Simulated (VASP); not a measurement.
# TiSi2 (Cmcm) in VASP: a series of runs, part 2 of 2

VASP 6.6.1. Earlier steps stand in the parts before.

### 3 Single point, PBE

This run uses another cell than the first one, of 14.75 Å³/atom, 1.020 times its volume.

Input file INCAR:

```
SYSTEM = TiSi2
ALGO = Normal ; EDIFF = 1E-6
ENCUT = 520 ; GGA = PE
ISIF = 2 ; ISMEAR = -1
LASPH = .TRUE. ; LCHARG = .TRUE.
LELF = .TRUE. ; LREAL = .FALSE.
LVHAR = .TRUE. ; LWAVE = .FALSE.
NBANDS = 29 ; NELM = 100
PREC = Accurate ; SIGMA = 0.05
```

Input file KPOINTS:

```
k-points
0
G
  7 7 6
  0 0 0
```

Input file POSCAR:

```
TiSi2
1.0
    1.8004071255     -6.8944671657      0.0000000000
    1.8004071255      6.8944671657      0.0000000000
    0.0000000000      0.0000000000      3.5651739700
Ti Si
2 4
Direct
    0.1031180800      0.8968819200      0.2500000000
    0.8968819200      0.1031180800      0.7500000000
    0.7503148200      0.2496851800      0.2500000000
    0.2496851800      0.7503148200      0.7500000000
    0.4417485500      0.5582514500      0.2500000000
    0.5582514500      0.4417485500      0.7500000000
```

Potentials or basis: VASP PAW PBE potentials, release 64 (Ti_sv, Si).

Started as:

```console
$ cat potpaw_PBE.64/Ti_sv/POTCAR potpaw_PBE.64/Si/POTCAR > POTCAR
$ mpirun -np 1 vasp_std > vasp.out
```

OUTCAR:

```text
SYSTEM = TiSi2
   EDIFF = 1E-6
   ENCUT = 520
   GGA = PE
   ISIF = 2
   ISMEAR = -1
   LASPH = .TRUE.
   LREAL = .FALSE.
   NELM = 100
   PREC = Accurate

 ion  position               nearest neighbor table
   1  0.103  0.897  0.250-   6 2.61   6 2.61   6 2.61   6 2.61   4 2.69   4 2.69   3 2.71   3 2.71
                             5 2.86   5 2.86
   2  0.897  0.103  0.750-   5 2.61   5 2.61   5 2.61   5 2.61   3 2.69   3 2.69   4 2.71   4 2.71
                             6 2.86   6 2.86
   3  0.750  0.250  0.250-   4 2.53   4 2.53   4 2.53   4 2.53   2 2.69   2 2.69   1 2.71   1 2.71

[... 984 lines left out ...]
  Total       -2.3651508     -2.0754250     -0.6434179      0.0000000     -0.0000000      0.0000000
  in kB      -42.8141446    -37.5695050    -11.6472013      0.0000000     -0.0000000      0.0000000
  external PRESSURE =     -30.6769503 kB  Pullay stress =       0.0000000 kB

 VOLUME and BASIS-vectors are now :
 -----------------------------------------------------------------------------
  energy-cutoff  :      520.00
  volume of cell :       88.51
      direct lattice vectors                 reciprocal lattice vectors
     1.800407126 -6.894467166  0.000000000     0.277714964 -0.072521921  0.000000000
     1.800407126  6.894467166  0.000000000     0.277714964  0.072521921  0.000000000
     0.000000000  0.000000000  3.565173970     0.000000000  0.000000000  0.280491221

 POSITION                                       TOTAL-FORCE (eV/Angst)
 -----------------------------------------------------------------------------------
      1.80041      5.47258      0.89129         0.000000     -0.133187      0.000000
      1.80041     -5.47258      2.67388         0.000000      0.133187     -0.000000
      1.80041     -3.45157      0.89129         0.000000      0.010829      0.000000
      1.80041      3.45157      2.67388         0.000000     -0.010829     -0.000000
      1.80041      0.80323      0.89129         0.000000      0.081766      0.000000
      1.80041     -0.80323      2.67388         0.000000     -0.081766      0.000000
 -----------------------------------------------------------------------------------
    total drift:                                0.000000      0.000000      0.000000

  FREE ENERGIE OF THE ION-ELECTRON SYSTEM (eV)
  ---------------------------------------------------
  free  energy   TOTEN  =       -40.7218611800 eV

  energy  without entropy=      -40.7085725186  energy(sigma->0) =      -40.71521685
```

Run time: 4 min. Hardware: 1 thread of Intel Xeon Platinum 8488C (Sapphire Rapids), shared host; peak memory 0.34 GiB.

What came out:

```
Free energy            : -40.7219 eV
Pressure               : -3.1 GPa
Largest force          : 0.133 eV/Å
Band gap on the k mesh : zero (band 20 reaches 10.52 eV, above the bottom of band 21 at 9.76 eV)
```

Forces on the atoms (eV/Å):
```
Ti   0.000 -0.133  0.000
Ti   0.000  0.133  0.000
Si   0.000  0.011  0.000
Si   0.000 -0.011  0.000
Si   0.000  0.082  0.000
Si   0.000 -0.082  0.000
```

Levels at points of the mesh, in eV from the Fermi level:
| k point | band 17 | band 18 | band 19 | band 20 | band 21 | band 22 | band 23 | band 24 |
| --- | --- | --- | --- | --- | --- | --- | --- | --- |
| (0.00, 0.00, 0.00) | -2.22 | -2.18 | -2.13 | 0.42 | 0.56 | 0.74 | 0.86 | 1.20 |
| (0.00, 0.00, 0.50) | -1.64 | -1.64 | -0.15 | -0.15 | 0.68 | 0.68 | 1.31 | 1.31 |

### 4 Single point, PBEsol

This run uses another cell than the first one, of 14.18 Å³/atom, 0.980 times its volume.

Input file INCAR:

```
SYSTEM = TiSi2
ALGO = Normal
EDIFF = 1E-6
ENCUT = 520
GGA = PS
ISIF = 2
ISMEAR = -1
LASPH = .True.
LCHARG = .False.
LREAL = .False.
LWAVE = .False.
NBANDS = 29
NELM = 60
PREC = Accurate
SIGMA = 0.05
```

Input file KPOINTS:

```
k-points
0
Gamma
  8 8 8
  0 0 0
```

POSCAR: that of step 3 with these lines changed.

```diff
@@ -2,4 +2,4 @@
 1.0
-    1.8004071255     -6.8944671657      0.0000000000
-    1.8004071255      6.8944671657      0.0000000000
+    1.7651050250     -6.7592815350      0.0000000000
+    1.7651050250      6.7592815350      0.0000000000
     0.0000000000      0.0000000000      3.5651739700
```

Started as:

```console
$ cat potpaw_PBE.64/Ti_sv/POTCAR potpaw_PBE.64/Si/POTCAR > POTCAR
$ mpirun -np 1 vasp_std > vasp.out
```

Wall time 7.9 min (1 thread of AMD EPYC 7R43 (Zen 3), shared host); peak memory 0.37 GiB.

Results (log left out):

```
Free energy            : -43.6845 eV
Pressure               : -2.1 GPa
Largest force          : 0.203 eV/Å
Band gap on the k mesh : zero (band 20 reaches 10.94 eV, above the bottom of band 21 at 9.92 eV)
```

Forces on the atoms (eV/Å):
```
Ti   0.000  0.006  0.000
Ti   0.000 -0.006  0.000
Si   0.000 -0.011  0.000
Si   0.000  0.011  0.000
Si   0.000  0.203  0.000
Si   0.000 -0.203  0.000
```

Stress tensor (GPa, compression positive):
```
-2.22  0.00  0.00
 0.00 -2.49  0.00
 0.00  0.00 -1.59
```

Levels at points of the mesh, in eV from the Fermi level:
| k point | band 17 | band 18 | band 19 | band 20 | band 21 | band 22 | band 23 | band 24 |
| --- | --- | --- | --- | --- | --- | --- | --- | --- |
| (0.00, 0.00, 0.00) | -2.18 | -2.09 | -2.07 | 0.46 | 0.72 | 0.82 | 0.88 | 1.35 |
| (0.50, 0.00, 0.00) | -1.67 | -1.47 | -0.69 | -0.57 | -0.55 | 1.17 | 1.48 | 1.64 |
| (0.50, 0.50, 0.00) | -2.56 | -1.94 | -1.20 | 0.39 | 0.64 | 0.74 | 0.91 | 1.14 |
| (0.00, 0.00, 0.50) | -1.65 | -1.65 | -0.04 | -0.04 | 0.84 | 0.84 | 1.48 | 1.48 |
| (0.50, 0.00, 0.50) | -3.22 | -3.22 | -2.45 | -2.45 | 1.74 | 1.74 | 1.86 | 1.86 |
| (0.50, 0.50, 0.50) | -2.04 | -2.04 | -0.88 | -0.88 | 0.46 | 0.46 | 1.65 | 1.65 |

Caveat: the PAW data sets were made with another functional, which shifts forces and pressure a little.

### 5 Overview

| level | cell | k mesh | gap on the mesh (eV) | pressure (GPa) | largest force (eV/Å) |
| --- | --- | --- | --- | --- | --- |
| PBE | a = 7.056, b = 7.056, c = 3.565 Å, angles 90.0, 90.0, 150.7°, 6 atoms | 7 × 7 × 6 | none | -0.7 | 0.13 |
| PBE | a = 7.126, b = 7.126, c = 3.565 Å, angles 90.0, 90.0, 150.7°, 6 atoms | 7 × 7 × 6 | none | -3.1 | 0.13 |
| PBEsol | a = 6.986, b = 6.986, c = 3.565 Å, angles 90.0, 90.0, 150.7°, 6 atoms | 8 × 8 × 8 | none | -2.1 | 0.20 |

Alike in all rows: task single point; potentials or basis VASP PAW PBE potentials, release 64 (Ti_sv, Si); no spin polarisation; cutoff (eV) 520; smearing fermi-dirac 0.05 eV.

Caveats: the PAW data sets were made with another functional, which shifts forces and pressure a little (some runs).

Absolute energies hang on the potentials; compare differences alone.
